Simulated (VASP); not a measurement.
# HgSe (F-43m) in VASP: settings compared

The runs below take HgSe through single point, relaxation of cell and atoms, with PBE, LDA.

All numbers are computed with VASP 6.6.1; they aren't measurements. Logs are shortened: lines on timing, memory, paths and dates and some standing lists are left out, and cuts for length are marked.

## Step 1: The cell of the first run

Symmetry: F-43m, No. 216, cubic system. Conventional cell: a = 6.078 Å, b = 6.078 Å, c = 6.078 Å, α = 90.00°, β = 90.00°, γ = 90.00°. Hg (site symmetry -43m) has 4 Se at 2.63 Å within 3.5 Å. Within 3.5 Å of Se (site symmetry -43m) lie 4 Hg at 2.63 Å.

## Step 2: Single point, PBE

INCAR reads:

```
ALGO     = Normal         # electronic algorithm
EDIFF    = 1E-6           # SCF threshold, eV
ENCUT    = 500            # plane-wave cutoff, eV
GGA      = PE             # functional
GGA_COMPAT= F            
ISIF     = 2              # what is computed and relaxed
ISMEAR   = -1             # smearing method
LASPH    = T              # aspherical terms in the spheres
LCHARG   = F              # write CHGCAR
LREAL    = F              # projectors in reciprocal space
LWAVE    = F              # write WAVECAR
NBANDS   = 16             # bands
NELM     = 120            # most SCF steps
PREC     = Accurate       # precision mode
SIGMA    = 0.04           # smearing width, eV
```

KPOINTS reads:

```
k-points
0
Gamma
  6 6 6
```

POSCAR reads:

```
HgSe
1.0
    0.0000000000      3.0390000000      3.0390000000
    3.0390000000      0.0000000000      3.0390000000
    3.0390000000      3.0390000000      0.0000000000
Hg Se
1 1
Direct
    0.0000000000      0.0000000000      0.0000000000
    0.7500000000      0.7500000000      0.7500000000
```

Potentials or basis: VASP PAW PBE potentials, release 64 (Hg, Se).

Launch:

```sh
$ cat potpaw_PBE.64/Hg/POTCAR potpaw_PBE.64/Se/POTCAR > POTCAR
$ mpirun -np 1 vasp_std > vasp.out
```

OUTCAR:

```text
EDIFF = 1E-6
   ENCUT = 500
   GGA = PE
   ISIF = 2
   ISMEAR = -1
   LASPH = T
   LREAL = F
   NELM = 120
   PREC = Accurate

 ion  position               nearest neighbor table
   1  0.000  0.000  0.000-   2 2.63   2 2.63   2 2.63   2 2.63
   2  0.750  0.750  0.750-   1 2.63   1 2.63   1 2.63   1 2.63

  LATTYP: Found a face centered cubic cell.
 ALAT       =     6.0780000000

  Lattice vectors:

 A1 = (   0.0000000000,   3.0390000000,   3.0390000000)
 A2 = (   3.0390000000,   0.0000000000,   3.0390000000)
 A3 = (   3.0390000000,   3.0390000000,   0.0000000000)

Analysis of symmetry for initial positions (statically):
=====================================================================
 Subroutine PRICEL returns:
 Original cell was already a primitive cell.

 Routine SETGRP: Setting up the symmetry group for a
 face centered cubic supercell.

 Subroutine GETGRP returns: Found 24 space group operations
 (whereof 24 operations were pure point group operations)
 out of a pool of 48 trial point group operations.

The static configuration has the point symmetry T_d .

Analysis of symmetry for dynamics (positions and initial velocities):
=====================================================================
 Subroutine PRICEL returns:
 Original cell was already a primitive cell.

 Routine SETGRP: Setting up the symmetry group for a
 face centered cubic supercell.

 Subroutine GETGRP returns: Found 24 space group operations
 (whereof 24 operations were pure point group operations)
 out of a pool of 48 trial point group operations.

The dynamic configuration has the point symmetry T_d .

 Subroutine INISYM returns: Found 24 space group operations
 (whereof 24 operations are pure point group operations),
 and found     1 'primitive' translations

----------------------------------------------------------------------------------------

                                     Primitive cell

  volume of cell :      56.1335

  direct lattice vectors                    reciprocal lattice vectors
     0.000000000  3.039000000  3.039000000    -0.164527805  0.164527805  0.164527805
     3.039000000  0.000000000  3.039000000     0.164527805 -0.164527805  0.164527805
     3.039000000  3.039000000  0.000000000     0.164527805  0.164527805 -0.164527805

  length of vectors
     4.297795016  4.297795016  4.297795016     0.284970518  0.284970518  0.284970518

  position of ions in fractional coordinates (direct lattice)
     0.000000000  0.000000000  0.000000000
     0.750000000  0.750000000  0.750000000

  ion indices of the primitive-cell ions
   primitive index   ion index
                 1           1
                 2           2

----------------------------------------------------------------------------------------

 KPOINTS: k-points

Automatic generation of k-mesh.
 Grid dimensions read from file:
 generate k-points for:    6    6    6

 Generating k-lattice:

  Cartesian coordinates                     Fractional coordinates (reciprocal lattice)
    -0.027421301  0.027421301  0.027421301     0.166666667  0.000000000  0.000000000
     0.027421301 -0.027421301  0.027421301     0.000000000  0.166666667  0.000000000
     0.027421301  0.027421301 -0.027421301     0.000000000  0.000000000  0.166666667

  Length of vectors
     0.047495086  0.047495086  0.047495086

  Shift w.r.t. Gamma in fractional coordinates (k-lattice)
     0.000000000  0.000000000  0.000000000

 Subroutine IBZKPT returns following result:
 ===========================================

 Found     16 irreducible k-points:

 Following reciprocal coordinates:
            Coordinates               Weight
  0.000000  0.000000  0.000000      1.000000
  0.166667  0.000000  0.000000      8.000000
  0.333333  0.000000  0.000000      8.000000
  0.500000  0.000000  0.000000      4.000000
  0.166667  0.166667  0.000000      6.000000
  0.333333  0.166667  0.000000     24.000000
[... 8 lines left out ...]
 -0.333333  0.333333  0.166667     24.000000
 -0.333333  0.500000  0.166667     12.000000
   k-points           NKPTS =     16   k-points in BZ     NKDIM =     16   number of bands    NBANDS=     16
   number of dos      NEDOS =    301   number of ions     NIONS =      2
   total plane-waves  NPLWV =  32768
   dimension x,y,z NGX =    32 NGY =   32 NGZ =   32
   dimension x,y,z NGXF=    64 NGYF=   64 NGZF=   64
   ions per type =               1   1
   NGX,Y,Z   is equivalent  to a cutoff of  12.38, 12.38, 12.38 a.u.
   NGXF,Y,Z  is equivalent  to a cutoff of  24.76, 24.76, 24.76 a.u.
 SYSTEM =  unknown system
   PREC   = accura    normal or accurate (medium, high low for compatibility)
   ISTART =      0    job   : 0-new  1-cont  2-samecut
   ICHARG =      2    charge: 1-file 2-atom 10-const
   ISPIN  =      1    spin polarized calculation?
   LNONCOLLINEAR =      F non collinear calculations
   LSORBIT =      F    spin-orbit coupling
   LASPH  =      T    aspherical Exc in radial PAW
   ENCUT  =  500.0 eV  36.75 Ry    6.06 a.u.   7.84  7.84  7.84*2*pi/ulx,y,z
   NELM   =    120;   NELMIN=  2; NELMDL= -5     # of ELM steps
   EDIFF  = 0.1E-05   stopping-criterion for ELM
   LREAL  =      F    real-space projection
   EDIFFG = 0.1E-04   stopping-criterion for IOM
   NSW    =      0    number of steps for IOM
   IBRION =     -1    ionic relax: 0-MD 1-quasi-New 2-CG
   NFREE  =      0    steps in history (QN), initial steepest desc. (CG)
   ISIF   =      2    stress and relaxation
   ISYM   =      2    0-nonsym 1-usesym 2-fastsym
   POTIM  = 0.5000    time-step for ionic-motion
   TEBEG  =    0.0;   TEEND  =   0.0 temperature during run
   PSTRESS=    0.0 pullay stress
   NELECT =      18.0000    total number of electrons
   NUPDOWN=      -1.0000    fix difference up-down
   EMIN   =  10.00;   EMAX   =-10.00  energy-range for DOS
   EFERMI =   0.00;   METHOD = LEGACY
   ISMEAR =    -1;   SIGMA  =   0.04  broadening in eV -4-tet -1-fermi 0-gaus
   EFERMI_NEDOS =   21; number of points for ismear=-14 and -15
   IALGO  =     38    algorithm
   IMIX   =      4    mixing-type and parameters
     AMIX     =   0.40;   BMIX     =  1.00
     AMIX_MAG =   1.60;   BMIX_MAG =  1.00
  volume/ion in A,a.u.               =      28.07       189.40
  Fermi-wavevector in a.u.,A,eV,Ry     =   1.120534  2.117502 17.083421  1.255596
  Thomas-Fermi vector in A             =   2.257181
   LORBIT       =      0    0 simple, 1 ext, 2 COOP (PROOUT), +10 PAW based schemes
   GGA     = PE    functional components
   LHFCALC =     F    Hartree Fock is set to
   AEXX    =    0.0000 exact exchange contribution
   IVDW    =     0    specifies the selected vdW correction
   LEPSILON=     F    determine dielectric tensor
   LRPA    =     F    only Hartree local field effects (RPA)
 non-spin polarized calculation
  energy-cutoff  :      500.00
  volume of cell :       56.13
 maximum number of plane-waves:      1458
   NGX = 15   NGY = 15   NGZ = 15

 number of electron      18.0000004 magnetization

 Free energy of the ion-electron system (eV)
  ---------------------------------------------------
  ext. energy  EPLUGINS =         0.00000000
  ---------------------------------------------------
  free energy    TOTEN  =        -4.00207351 eV

  energy without entropy =       -4.00133840  energy(sigma->0) =       -4.00170595

 E-fermi :   1.8021     XC(G=0):  -9.0563

 val. band max:        1.7737915213   @ k =   0.0000   0.0000   0.0000
 cond. band min:       2.6017406455   @ k =   0.1667   0.0000   0.0000
 fundamental gap:      0.8279491241
 Fermi energy:         1.8021000091

 k-point     1 :       0.0000    0.0000    0.0000
  band No.  band energies     occupation
      1     -11.7072      2.00000
      2      -5.4155      2.00000
      3      -5.4155      2.00000
      4      -5.4155      2.00000
      5      -4.6684      2.00000
      6      -4.6684      2.00000
[... 8 lines left out ...]
     15      13.0894      0.00000
     16      13.0894      0.00000

 k-point     2 :       0.1667    0.0000    0.0000
  band No.  band energies     occupation
      1     -11.5924      2.00000
      2      -5.3639      2.00000
      3      -5.3639      2.00000
      4      -5.3578      2.00000
      5      -4.6709      2.00000
      6      -4.6709      2.00000
[... 8 lines left out ...]
     15      12.0239      0.00000
     16      12.0239      0.00000

 k-point     3 :       0.3333    0.0000    0.0000
  band No.  band energies     occupation
      1     -11.3522      2.00000
      2      -5.2759      2.00000
      3      -5.2759      2.00000
      4      -5.0230      2.00000
      5      -4.6493      2.00000
      6      -4.6493      2.00000
[... 8 lines left out ...]
     15      12.3181      0.00000
     16      12.3181      0.00000

 k-point     4 :       0.5000    0.0000    0.0000
  band No.  band energies     occupation
      1     -11.2267      2.00000
      2      -5.2434      2.00000
      3      -5.2434      2.00000
      4      -4.6205      2.00000
      5      -4.6205      2.00000
      6      -4.3425      2.00000
[... 8 lines left out ...]
     15      13.6048      0.00000
     16      13.6048      0.00000
[... 172 lines left out ...]
 k-point    14 :       0.5000    0.3333    0.1667
  band No.  band energies     occupation
      1     -11.1904      2.00000
      2      -5.1980      2.00000
      3      -5.1367      2.00000
      4      -4.9271      2.00000
      5      -4.6264      2.00000
      6      -4.5410      2.00000
[... 8 lines left out ...]
     15      13.8103      0.00000
     16      14.4290      0.00000

 k-point    15 :      -0.3333    0.3333    0.1667
  band No.  band energies     occupation
      1     -11.1069      2.00000
      2      -5.1547      2.00000
      3      -5.0857      2.00000
      4      -4.7332      2.00000
      5      -4.6829      2.00000
      6      -4.2074      2.00000
[... 8 lines left out ...]
     15      13.4786      0.00000
     16      14.5166      0.00000

 k-point    16 :      -0.3333    0.5000    0.1667
  band No.  band energies     occupation
      1     -11.0656      2.00000
      2      -5.1547      2.00000
      3      -4.9933      2.00000
      4      -4.8404      2.00000
      5      -4.6320      2.00000
      6      -4.1076      2.00000
[... 8 lines left out ...]
     15      14.2199      0.00000
     16      14.4042      0.00000

------------------------ aborting loop because EDIFF is reached ----------------------------------------

  FORCE on cell =-STRESS in cart. coord.  units (eV):
  Direction    XX          YY          ZZ          XY          YZ          ZX
  --------------------------------------------------------------------------------------
  -------------------------------------------------------------------------------------
  Total        1.7767560      1.7767560      1.7767560      0.0000000      0.0000000      0.0000000
  in kB       50.7126472     50.7126472     50.7126472      0.0000000      0.0000000      0.0000000
  external PRESSURE =      50.7126472 kB  Pullay stress =       0.0000000 kB

 VOLUME and BASIS-vectors are now :
 -----------------------------------------------------------------------------
  energy-cutoff  :      500.00
  volume of cell :       56.13
      direct lattice vectors                 reciprocal lattice vectors
     0.000000000  3.039000000  3.039000000    -0.164527805  0.164527805  0.164527805
     3.039000000  0.000000000  3.039000000     0.164527805 -0.164527805  0.164527805
     3.039000000  3.039000000  0.000000000     0.164527805  0.164527805 -0.164527805

 POSITION                                       TOTAL-FORCE (eV/Angst)
 -----------------------------------------------------------------------------------
      0.00000      0.00000      0.00000        -0.000000     -0.000000     -0.000000
      4.55850      4.55850      4.55850         0.000000      0.000000      0.000000
 -----------------------------------------------------------------------------------
    total drift:                                0.000000      0.000000      0.000000

  FREE ENERGIE OF THE ION-ELECTRON SYSTEM (eV)
  ---------------------------------------------------
  free  energy   TOTEN  =        -4.0020735087 eV

  energy  without entropy=       -4.0013383970  energy(sigma->0) =       -4.00170595
```

It took 14 s on 1 thread of Intel Xeon Platinum 8488C (Sapphire Rapids), shared host; peak memory 0.18 GiB.

Results:

```yaml
Free_energy: -4.0021 eV
Pressure: 5.1 GPa
Band_gap_on_the_k_mesh: zero (filled and empty bands touch)
```

Caveat: spin-orbit coupling is left out, which moves the levels of the heavy elements.

## Step 3: Single point, LDA, non-collinear spin, typed start

This run uses another cell than the first one, of 27.91 Å³/atom, 0.994 times its volume.

INCAR reads:

```
PREC     = Accurate       # precision mode
ENCUT    = 500            # plane-wave cutoff, eV
EDIFF    = 1E-6           # SCF threshold, eV
ISMEAR   = 0              # smearing method
SIGMA    = 0.01           # smearing width, eV
LREAL    = False          # projectors in reciprocal space
LASPH    = True           # aspherical terms in the spheres
NELM     = 200            # most SCF steps
ALGO     = Normal         # electronic algorithm
ISIF     = 2              # what is computed and relaxed
LWAVE    = False          # write WAVECAR
LCHARG   = True           # write CHGCAR
LNONCOLLINEAR= True           # non-collinear magnetism
MAGMOM   = 0 0 0.5 0 0 0  # initial moments
LORBIT   = 11             # projections on sites
LVHAR    = True         
NBANDS   = 30             # bands
GGA_COMPAT= False
```

KPOINTS reads:

```
Automatic mesh
0
Gamma
  6 6 6
```

POSCAR reads:

```
HgSe
1.0
    0.0000000000      3.0333622719      3.0333622719
    3.0333622719      0.0000000000      3.0333622719
    3.0333622719      3.0333622719      0.0000000000
Hg Se
1 1
Direct
    0.0000000000      0.0000000000      0.0000000000
    0.7500000000      0.7500000000      0.7500000000
```

Potentials or basis: VASP PAW LDA potentials, release 64 (Hg, Se).

Launch:

```sh
$ cat potpaw_LDA.64/Hg/POTCAR potpaw_LDA.64/Se/POTCAR > POTCAR
$ mpirun -np 1 vasp_ncl > vasp.out
```

It took 2.5 min on 1 thread of Intel Xeon Platinum 8488C (Sapphire Rapids), shared host; peak memory 0.33 GiB.

It converged, with:

| Property | Result |
| --- | --- |
| Free energy | -5.4841 eV |
| Pressure | 0.5 GPa |
| Band gap on the k mesh | zero (filled and empty bands touch) |
| Net moment | 0.00 μB per cell |
| Valence electrons inside the program's atomic spheres | Hg 10.53; Se 3.81 |

Levels at points of the mesh, in eV from the Fermi level:
```tsv
k point	band 16	band 17	band 18	band 19	band 20	band 21
(0.00, 0.00, 0.00)	0.00	0.00	0.00	0.00	0.00	5.37
(0.50, 0.00, 0.00)	-1.00	-1.00	-1.00	0.97	0.97	6.14
(0.50, 0.50, 0.00)	-2.37	-2.37	-2.37	2.69	2.69	2.77
(0.00, 0.50, 0.50)	-2.37	-2.37	-2.37	2.69	2.69	2.77
```

Moments on the atoms (μB; x, y, z):
```
Hg  0.00 0.00 0.00
Se  0.00 0.00 0.00
```

Caveat: spin-orbit coupling is left out, which moves the levels of the heavy elements.

[end of part 1 of 2]
